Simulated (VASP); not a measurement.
Set up this calculation in VASP 6.6.1, as the native input.

```
Task                   : single point
Functional             : RPBE
Dispersion             : D3(BJ)
Potentials or basis    : VASP PAW PBE potentials, release 64 (Pt, Fe)
Cutoff                 : 520 eV
k mesh                 : 10 × 10 × 7
Occupations            : fermi-dirac, width 0.05 eV
Spin                   : collinear spin, ferromagnetic start
Starting moments       : [0.0, 3.0] μB
Dipole correction      : no
Further INCAR settings : ALGO = Fast; EDIFF = 1e-06; NBANDS = 20
```

The structure of FePt lies in POSCAR:

```
FePt
1.0
    2.7415369495      0.0000000000      0.0000000000
    0.0000000000      2.7415369495      0.0000000000
    0.0000000000      0.0000000000      3.7446364796
Pt Fe
1 1
Direct
    0.5000000000      0.5000000000      0.5000000000
    0.0000000000      0.0000000000      0.0000000000
```

One way to write it, as run:

INCAR

```
PREC = Accurate
ENCUT = 520
EDIFF = 1E-6
ISMEAR = -1
SIGMA = 0.05
LREAL = False
LASPH = True
NELM = 150
ALGO = Fast
ISIF = 2
LWAVE = False
LCHARG = False
ISPIN = 2
MAGMOM = 0 3
LORBIT = 11
LMAXMIX = 4
GGA = RP
IVDW = 12
NBANDS = 20
```

KPOINTS

```
Automatic mesh
0
Gamma
  10 10 7
```

Potentials or basis: VASP PAW PBE potentials, release 64 (Pt, Fe).

Launch:

```sh
$ cat potpaw_PBE.64/Pt/POTCAR potpaw_PBE.64/Fe/POTCAR > POTCAR
$ mpirun -np 1 vasp_std > vasp.out
```

Results of the run:

```json
{
  "Pressure": "-30.5 GPa",
  "Net moment": "3.34 μB per cell",
  "Site moments": "Pt +0.34; Fe +2.99 μB",
  "Valence electrons inside the program's atomic spheres": "Pt 9.40; Fe 6.93",
  "Dispersion energy per atom": "-2.827 eV"
}
```

Caveat: the cell stands under tension; the dispersion term is far too large for a dense solid, which distorts pressure and volume; the PAW data sets were made with another functional, which shifts forces and pressure a little.

Run time: 53 s on 1 thread of Intel(R) Xeon(R) Platinum 8488C (Sapphire Rapids), on a shared host, peak memory 0.21 GiB.
